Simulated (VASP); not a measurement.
# SnO (P1) in VASP: a series of runs

Runs on SnO. Level: LDA. Tasks: single point.

Program: VASP 6.6.1. These are calculated values, not measurements. Logs are shortened: lines on timing, memory, paths and dates and some standing lists are left out, and cuts for length are marked.

## 1. The cell of the first run

The typed cell holds 4 atoms: a = 3.355 Å, b = 5.674 Å, c = 4.222 Å, α = 90.00°, β = 90.00°, γ = 90.00°.

## 2. Single point, LDA

Contents of INCAR:

```
SYSTEM = SnO
PREC = Accurate ; ENCUT = 520
EDIFF = 1E-7 ; ISMEAR = 0
SIGMA = 0.01 ; LREAL = .FALSE.
LASPH = .TRUE. ; NELM = 100
ALGO = Normal ; ISIF = 2
LWAVE = .FALSE. ; LCHARG = .FALSE.
NBANDS = 28
```

Contents of KPOINTS:

```
Automatic mesh
0
G
  4 3 3
  0 0 0
```

Contents of POSCAR:

```
SnO
1.0
    3.3550050000      0.0000000000      0.0000000000
    0.0000000000      5.6741040000      0.0000000000
    0.0000000000      0.0000000000      4.2219700000
Sn O
2 2
Direct
   -0.0046305196      0.2049578714      0.4950882221
    0.4950404687      0.7507374569     -0.0074350764
   -0.0013656838      0.8772360342      0.7286974719
    0.4969535863      0.0769318756      0.2367787850
```

Potentials or basis: VASP PAW LDA potentials, release 64 (Sn_d, O).

On the command line:

```sh
$ cat potpaw_LDA.64/Sn_d/POTCAR potpaw_LDA.64/O/POTCAR > POTCAR
$ mpirun -np 1 vasp_std > vasp.out
```

OUTCAR:

```text
SYSTEM = SnO
   PREC = Accurate
   ENCUT = 520
   EDIFF = 1E-7
   ISMEAR = 0
   LREAL = .FALSE.
   LASPH = .TRUE.
   NELM = 100
   ISIF = 2

 ion  position               nearest neighbor table
   1  0.995  0.205  0.495-   3 2.10   4 2.12   4 2.13   2 3.72   2 3.72   2 3.74   2 3.74
   2  0.495  0.751  0.993-   4 2.12   3 2.13   3 2.15   1 3.72   1 3.72   1 3.74   1 3.74
   3  0.999  0.877  0.729-   1 2.10   2 2.13   2 2.15
   4  0.497  0.077  0.237-   2 2.12   1 2.12   1 2.13

  LATTYP: Found a simple orthorhombic cell.
 ALAT       =     3.3550050000
 B/A-ratio  =     1.2584094510
 C/A-ratio  =     1.6912356315

  Lattice vectors:

 A1 = (  -3.3550050000,   0.0000000000,   0.0000000000)
 A2 = (   0.0000000000,   0.0000000000,   4.2219700000)
 A3 = (   0.0000000000,   5.6741040000,   0.0000000000)

Analysis of symmetry for initial positions (statically):
=====================================================================
 Subroutine PRICEL returns:
 Original cell was already a primitive cell.

 Routine SETGRP: Setting up the symmetry group for a
 simple orthorhombic supercell.

 Subroutine GETGRP returns: Found  1 space group operations
 (whereof  1 operations were pure point group operations)
 out of a pool of  8 trial point group operations.

The static configuration has the point symmetry C_1 .

Analysis of symmetry for dynamics (positions and initial velocities):
=====================================================================
 Subroutine PRICEL returns:
 Original cell was already a primitive cell.

 Routine SETGRP: Setting up the symmetry group for a
 simple orthorhombic supercell.

 Subroutine GETGRP returns: Found  1 space group operations
 (whereof  1 operations were pure point group operations)
 out of a pool of  8 trial point group operations.

The dynamic configuration has the point symmetry C_1 .

 Subroutine INISYM returns: Found  1 space group operations
 (whereof  1 operations are pure point group operations),
 and found     1 'primitive' translations

----------------------------------------------------------------------------------------

                                     Primitive cell

  volume of cell :      80.3722

  direct lattice vectors                    reciprocal lattice vectors
     3.355005000  0.000000000  0.000000000     0.298062149  0.000000000  0.000000000
     0.000000000  5.674104000  0.000000000     0.000000000  0.176239279  0.000000000
     0.000000000  0.000000000  4.221970000     0.000000000  0.000000000  0.236856254

  length of vectors
     3.355005000  5.674104000  4.221970000     0.298062149  0.176239279  0.236856254

  position of ions in fractional coordinates (direct lattice)
     0.995369480  0.204957871  0.495088222
     0.495040469  0.750737457  0.992564924
     0.998634316  0.877236034  0.728697472
     0.496953586  0.076931876  0.236778785

  ion indices of the primitive-cell ions
   primitive index   ion index
                 1           1
                 2           2
                 3           3
                 4           4

----------------------------------------------------------------------------------------

 KPOINTS: Automatic mesh

Automatic generation of k-mesh.
 Grid dimensions read from file:
 generate k-points for:    4    3    3

 Generating k-lattice:

  Cartesian coordinates                     Fractional coordinates (reciprocal lattice)
     0.074515537  0.000000000  0.000000000     0.250000000  0.000000000  0.000000000
     0.000000000  0.058746426  0.000000000     0.000000000  0.333333333  0.000000000
     0.000000000  0.000000000  0.078952085     0.000000000  0.000000000  0.333333333

  Length of vectors
     0.074515537  0.058746426  0.078952085

  Shift w.r.t. Gamma in fractional coordinates (k-lattice)
     0.000000000  0.000000000  0.000000000

 Subroutine IBZKPT returns following result:
 ===========================================

 Found     19 irreducible k-points:

 Following reciprocal coordinates:
            Coordinates               Weight
  0.000000  0.000000  0.000000      1.000000
  0.250000  0.000000  0.000000      2.000000
  0.500000  0.000000  0.000000      1.000000
  0.000000  0.333333  0.000000      2.000000
  0.250000  0.333333  0.000000      2.000000
  0.250000 -0.333333  0.000000      2.000000
[... 11 lines left out ...]
  0.500000  0.333333  0.333333      2.000000
  0.500000 -0.333333  0.333333      2.000000
   k-points           NKPTS =     19   k-points in BZ     NKDIM =     19   number of bands    NBANDS=     28
   number of dos      NEDOS =    301   number of ions     NIONS =      4
   total plane-waves  NPLWV =  37632
   dimension x,y,z NGX =    28 NGY =   42 NGZ =   32
   dimension x,y,z NGXF=    56 NGYF=   84 NGZF=   64
   ions per type =               2   2
   NGX,Y,Z   is equivalent  to a cutoff of  13.87, 12.31, 12.60 a.u.
   NGXF,Y,Z  is equivalent  to a cutoff of  27.75, 24.61, 25.20 a.u.
 SYSTEM =  SnO
   PREC   = accura    normal or accurate (medium, high low for compatibility)
   ISTART =      0    job   : 0-new  1-cont  2-samecut
   ICHARG =      2    charge: 1-file 2-atom 10-const
   ISPIN  =      1    spin polarized calculation?
   LNONCOLLINEAR =      F non collinear calculations
   LSORBIT =      F    spin-orbit coupling
   LASPH  =      T    aspherical Exc in radial PAW
   ENCUT  =  520.0 eV  38.22 Ry    6.18 a.u.   6.24 10.55  7.85*2*pi/ulx,y,z
   NELM   =    100;   NELMIN=  2; NELMDL= -5     # of ELM steps
   EDIFF  = 0.1E-06   stopping-criterion for ELM
   LREAL  =      F    real-space projection
   EDIFFG = 0.1E-05   stopping-criterion for IOM
   NSW    =      0    number of steps for IOM
   IBRION =     -1    ionic relax: 0-MD 1-quasi-New 2-CG
   NFREE  =      0    steps in history (QN), initial steepest desc. (CG)
   ISIF   =      2    stress and relaxation
   ISYM   =      2    0-nonsym 1-usesym 2-fastsym
   POTIM  = 0.5000    time-step for ionic-motion
   TEBEG  =    0.0;   TEEND  =   0.0 temperature during run
   PSTRESS=    0.0 pullay stress
   NELECT =      40.0000    total number of electrons
   NUPDOWN=      -1.0000    fix difference up-down
   EMIN   =  10.00;   EMAX   =-10.00  energy-range for DOS
   EFERMI =   0.00;   METHOD = LEGACY
   ISMEAR =     0;   SIGMA  =   0.01  broadening in eV -4-tet -1-fermi 0-gaus
   EFERMI_NEDOS =   21; number of points for ismear=-14 and -15
   IALGO  =     38    algorithm
   IMIX   =      4    mixing-type and parameters
     AMIX     =   0.40;   BMIX     =  1.00
     AMIX_MAG =   1.60;   BMIX_MAG =  1.00
  volume/ion in A,a.u.               =      20.09       135.59
  Fermi-wavevector in a.u.,A,eV,Ry     =   1.297357  2.451650 22.900458  1.683136
  Thomas-Fermi vector in A             =   2.428755
   LORBIT       =      0    0 simple, 1 ext, 2 COOP (PROOUT), +10 PAW based schemes
   GGA     = CA    functional components
   LHFCALC =     F    Hartree Fock is set to
   AEXX    =    0.0000 exact exchange contribution
   IVDW    =     0    specifies the selected vdW correction
   LEPSILON=     F    determine dielectric tensor
   LRPA    =     F    only Hartree local field effects (RPA)
 non-spin polarized calculation
 Gauss-broadening in eV      SIGMA  =   0.01
  energy-cutoff  :      520.00
  volume of cell :       80.37
 maximum number of plane-waves:      2172
 NGX is ok and might be reduce to    28
   NGX = 13   NGY = 21   NGZ = 15

 number of electron      40.0000008 magnetization

 Free energy of the ion-electron system (eV)
  ---------------------------------------------------
  ext. energy  EPLUGINS =         0.00000000
  ---------------------------------------------------
  free energy    TOTEN  =       -25.22369474 eV

  energy without entropy =      -25.22369474  energy(sigma->0) =      -25.22369474

 E-fermi :   4.7784     XC(G=0):  -9.9314

 val. band max:        4.6991474620   @ k =   0.0000   0.0000   0.0000
 cond. band min:       6.3141421018   @ k =   0.0000  -0.3333   0.3333
 fundamental gap:      1.6149946399
 Fermi energy:         4.7783809283

 k-point     1 :       0.0000    0.0000    0.0000
  band No.  band energies     occupation
      1     -16.6113      2.00000
      2     -16.2267      2.00000
      3     -16.1303      2.00000
      4     -16.1127      2.00000
      5     -16.0796      2.00000
      6     -16.0481      2.00000
[... 20 lines left out ...]
     27      12.9606      0.00000
     28      13.5089      0.00000

 k-point     2 :       0.2500    0.0000    0.0000
  band No.  band energies     occupation
      1     -16.5969      2.00000
      2     -16.3382      2.00000
      3     -16.1220      2.00000
      4     -16.1004      2.00000
      5     -16.0889      2.00000
      6     -16.0450      2.00000
[... 20 lines left out ...]
     27      12.7937      0.00000
     28      13.8653      0.00000

 k-point     3 :       0.5000    0.0000    0.0000
  band No.  band energies     occupation
      1     -16.5615      2.00000
      2     -16.5552      2.00000
      3     -16.0910      2.00000
      4     -16.0881      2.00000
      5     -16.0550      2.00000
      6     -16.0515      2.00000
[... 20 lines left out ...]
     27      13.6934      0.00000
     28      13.7254      0.00000

 k-point     4 :       0.0000    0.3333    0.0000
  band No.  band energies     occupation
      1     -16.6063      2.00000
      2     -16.2295      2.00000
      3     -16.1256      2.00000
      4     -16.1110      2.00000
      5     -16.0807      2.00000
      6     -16.0540      2.00000
[... 20 lines left out ...]
     27      13.8762      0.00000
     28      14.2569      0.00000

 k-point     5 :       0.2500    0.3333    0.0000
  band No.  band energies     occupation
      1     -16.5970      2.00000
      2     -16.3399      2.00000
      3     -16.1245      2.00000
      4     -16.0969      2.00000
      5     -16.0856      2.00000
      6     -16.0456      2.00000
[... 20 lines left out ...]
     27      13.1836      0.00000
     28      14.4036      0.00000

 k-point     6 :       0.2500   -0.3333    0.0000
  band No.  band energies     occupation
      1     -16.5970      2.00000
      2     -16.3399      2.00000
      3     -16.1245      2.00000
      4     -16.0967      2.00000
      5     -16.0858      2.00000
      6     -16.0456      2.00000
[... 308 lines left out ...]
      5     -16.0758      2.00000
      6     -16.0556      2.00000
[... 20 lines left out ...]
     27      14.2792      0.00000
     28      14.8788      0.00000

 k-point    17 :      -0.2500    0.3333   -0.3333
  band No.  band energies     occupation
      1     -16.5520      2.00000
      2     -16.4321      2.00000
      3     -16.1254      2.00000
      4     -16.1113      2.00000
      5     -16.0757      2.00000
      6     -16.0560      2.00000
[... 20 lines left out ...]
     27      14.2889      0.00000
     28      14.8751      0.00000

 k-point    18 :       0.5000    0.3333    0.3333
  band No.  band energies     occupation
      1     -16.5781      2.00000
      2     -16.5726      2.00000
      3     -16.1105      2.00000
      4     -16.1062      2.00000
      5     -16.0392      2.00000
      6     -16.0346      2.00000
[... 20 lines left out ...]
     27      13.6426      0.00000
     28      14.4009      0.00000

 k-point    19 :       0.5000   -0.3333    0.3333
  band No.  band energies     occupation
      1     -16.5811      2.00000
      2     -16.5693      2.00000
      3     -16.1101      2.00000
      4     -16.1079      2.00000
      5     -16.0390      2.00000
      6     -16.0300      2.00000
[... 20 lines left out ...]
     27      13.5523      0.00000
     28      14.3858      0.00000

------------------------ aborting loop because EDIFF is reached ----------------------------------------

  FORCE on cell =-STRESS in cart. coord.  units (eV):
  Direction    XX          YY          ZZ          XY          YZ          ZX
  --------------------------------------------------------------------------------------
  -------------------------------------------------------------------------------------
  Total       -1.8569525     -0.9123089     -1.0567563     -0.0097152     -0.1349858      0.0922722
  in kB      -37.0173888    -18.1864068    -21.0658915     -0.1936668     -2.6908723      1.8393988
  external PRESSURE =     -25.4232290 kB  Pullay stress =       0.0000000 kB

 VOLUME and BASIS-vectors are now :
 -----------------------------------------------------------------------------
  energy-cutoff  :      520.00
  volume of cell :       80.37
      direct lattice vectors                 reciprocal lattice vectors
     3.355005000  0.000000000  0.000000000     0.298062149  0.000000000  0.000000000
     0.000000000  5.674104000  0.000000000     0.000000000  0.176239279  0.000000000
     0.000000000  0.000000000  4.221970000     0.000000000  0.000000000  0.236856254

 POSITION                                       TOTAL-FORCE (eV/Angst)
 -----------------------------------------------------------------------------------
      3.33947      1.16295      2.09025         0.038411      0.007262     -0.020734
      1.66086      4.25976      4.19058         0.069335      0.061184     -0.016723
      3.35042      4.97753      3.07654        -0.080594      0.040868      0.144631
      1.66728      0.43652      0.99967        -0.027152     -0.109314     -0.107173
 -----------------------------------------------------------------------------------
    total drift:                                0.000907     -0.000762      0.000494

  FREE ENERGIE OF THE ION-ELECTRON SYSTEM (eV)
  ---------------------------------------------------
  free  energy   TOTEN  =       -25.2236947435 eV

  energy  without entropy=      -25.2236947435  energy(sigma->0) =      -25.22369474
```

Run time: 26 s. Hardware: 1 thread of Intel Xeon Platinum 8488C (Sapphire Rapids), shared host; peak memory 0.17 GiB.

What came out:

```yaml
Free_energy: -25.2237 eV
Pressure: -2.5 GPa
Largest_force: 0.171 eV/Å
Band_gap_on_the_k_mesh: 1.61 eV, indirect (least direct gap 2.28 eV)
```

Forces on the atoms (eV/Å):
```
Sn   0.038  0.007 -0.021
Sn   0.069  0.061 -0.017
O   -0.081  0.041  0.145
O   -0.027 -0.109 -0.107
```

Stress tensor (GPa, compression positive):
```
-3.70 -0.02  0.18
-0.02 -1.82 -0.27
 0.18 -0.27 -2.11
```

Levels at points of the mesh, in eV from the valence-band top:
```csv
k point,band 17,band 18,band 19,band 20,band 21,band 22,band 23,band 24
"(0.00, 0.00, 0.00)",-3.85,-2.96,-2.22,0.00,2.36,2.94,5.73,5.74
"(0.50, 0.00, 0.00)",-2.87,-2.83,-1.38,-1.37,2.52,2.58,5.48,5.52
```

Caveat: the k points lie up to 0.50 Å⁻¹ apart; spin-orbit coupling is left out, which moves the levels of the heavy elements.

## 3. Single point, LDA

Contents of INCAR:

```
PREC = Accurate
ENCUT = 520
EDIFF = 1E-6
ISMEAR = 0
SIGMA = 0.01
LREAL = F
LASPH = T
NELM = 100
ALGO = Normal
ISIF = 2
LWAVE = F
LCHARG = F
NBANDS = 28
```

Contents of KPOINTS:

```
Automatic mesh
0
Gamma
  4 3 3
```

Contents of POSCAR:

```
SnO
1.0
    3.3550050000      0.0000000000      0.0000000000
    0.0000000000      5.6741040000      0.0000000000
    0.0000000000      0.0000000000      4.2219700000
Sn O
2 2
Direct
   -0.0047372608      0.2055091485      0.4946809303
    0.4960228680      0.7515301294     -0.0090918050
   -0.0016382670      0.8780317837      0.7301206831
    0.4963505460      0.0747921792      0.2374193694
```

Potentials or basis: VASP PAW LDA potentials, release 64 (Sn_d, O).

On the command line:

```sh
$ cat potpaw_LDA.64/Sn_d/POTCAR potpaw_LDA.64/O/POTCAR > POTCAR
$ mpirun -np 1 vasp_std > vasp.out
```

OUTCAR:

```text
PREC = Accurate
   ENCUT = 520
   EDIFF = 1E-6
   ISMEAR = 0
   LREAL = F
   LASPH = T
   NELM = 100
   ISIF = 2

 ion  position               nearest neighbor table
   1  0.995  0.206  0.495-   3 2.11   4 2.13   4 2.13   2 3.72   2 3.72   2 3.74   2 3.74
   2  0.496  0.752  0.991-   4 2.11   3 2.12   3 2.14   1 3.72   1 3.72   1 3.74   1 3.74
   3  0.998  0.878  0.730-   1 2.11   2 2.12   2 2.14
   4  0.496  0.075  0.237-   2 2.11   1 2.13   1 2.13

  LATTYP: Found a simple orthorhombic cell.
 ALAT       =     3.3550050000
[... 781 lines left out ...]
  Direction    XX          YY          ZZ          XY          YZ          ZX
  --------------------------------------------------------------------------------------
  -------------------------------------------------------------------------------------
  Total       -1.7705292     -0.8208858     -0.9493325      0.0074437     -0.1447837      0.0622279
  in kB      -35.2945842    -16.3639348    -18.9244519      0.1483871     -2.8861882      1.2404802
  external PRESSURE =     -23.5276570 kB  Pullay stress =       0.0000000 kB

 VOLUME and BASIS-vectors are now :
 -----------------------------------------------------------------------------
  energy-cutoff  :      520.00
  volume of cell :       80.37
      direct lattice vectors                 reciprocal lattice vectors
     3.355005000  0.000000000  0.000000000     0.298062149  0.000000000  0.000000000
     0.000000000  5.674104000  0.000000000     0.000000000  0.176239279  0.000000000
     0.000000000  0.000000000  4.221970000     0.000000000  0.000000000  0.236856254

 POSITION                                       TOTAL-FORCE (eV/Angst)
 -----------------------------------------------------------------------------------
      3.33911      1.16608      2.08853         0.028830     -0.044735     -0.051610
      1.66416      4.26426      4.18358         0.044604     -0.053441      0.023599
      3.34951      4.98204      3.08255        -0.062437      0.100639      0.080775
      1.66526      0.42438      1.00238        -0.010997     -0.002463     -0.052764
 -----------------------------------------------------------------------------------
    total drift:                                0.000865     -0.000534      0.000177

  FREE ENERGIE OF THE ION-ELECTRON SYSTEM (eV)
  ---------------------------------------------------
  free  energy   TOTEN  =       -25.2254369902 eV

  energy  without entropy=      -25.2254369902  energy(sigma->0) =      -25.22543699
```

Wall time 26 s (1 thread of Intel Xeon Platinum 8488C (Sapphire Rapids), shared host); peak memory 0.17 GiB.

Results:

```
Free energy            : -25.2254 eV
Pressure               : -2.4 GPa
Largest force          : 0.143 eV/Å
Band gap on the k mesh : 1.59 eV, indirect (least direct gap 2.26 eV)
```

Forces in eV/Å, atoms in the order of the input:
```
Sn   0.029 -0.045 -0.052
Sn   0.045 -0.053  0.024
O   -0.062  0.101  0.081
O   -0.011 -0.002 -0.053
```

Stress tensor (GPa, compression positive):
```
-3.53  0.01  0.12
 0.01 -1.64 -0.29
 0.12 -0.29 -1.89
```

Caveat: the k points lie up to 0.50 Å⁻¹ apart; spin-orbit coupling is left out, which moves the levels of the heavy elements.
